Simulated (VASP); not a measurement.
A run of VASP 6.6.1 is set up as follows.

File INCAR:

```
PREC = Accurate ; ENCUT = 520
EDIFF = 1E-7 ; ISMEAR = 0
SIGMA = 0.1 ; LREAL = False
LASPH = True ; NELM = 100
ALGO = Normal ; ISIF = 2
LWAVE = False ; LCHARG = False
GGA = PE ; NBANDS = 36
```

File KPOINTS:

```
Automatic mesh
0
Gamma
  4 4 4
```

File POSCAR:

```
Ba2Re
1.0
    5.8733243920      0.0000000000      0.0000000000
    0.0000000000      5.8733243920      0.0000000000
    0.0000000000      0.0000000000      5.8733243920
Ba Re
4 2
Direct
    0.2500000000      0.2500000000      0.2500000000
    0.2500000000      0.7500000000      0.7500000000
    0.7500000000      0.7500000000      0.2500000000
    0.7500000000      0.2500000000      0.7500000000
    0.0000000000      0.0000000000      0.0000000000
    0.5000000000      0.5000000000      0.5000000000
```

Potentials or basis: VASP PAW PBE potentials, release 64 (Ba_sv, Re).

The run is started by

```console
$ cat potpaw_PBE.64/Ba_sv/POTCAR potpaw_PBE.64/Re/POTCAR > POTCAR
$ mpirun -np 1 vasp_std > vasp.out
```

Estimate the pressure.

15.8 GPa.

Estimate the band gap on the k mesh.

zero (band 27 reaches 3.91 eV, above the bottom of band 28 at 2.32 eV).

Caveat: spin-orbit coupling is left out, which moves the levels of the heavy elements.
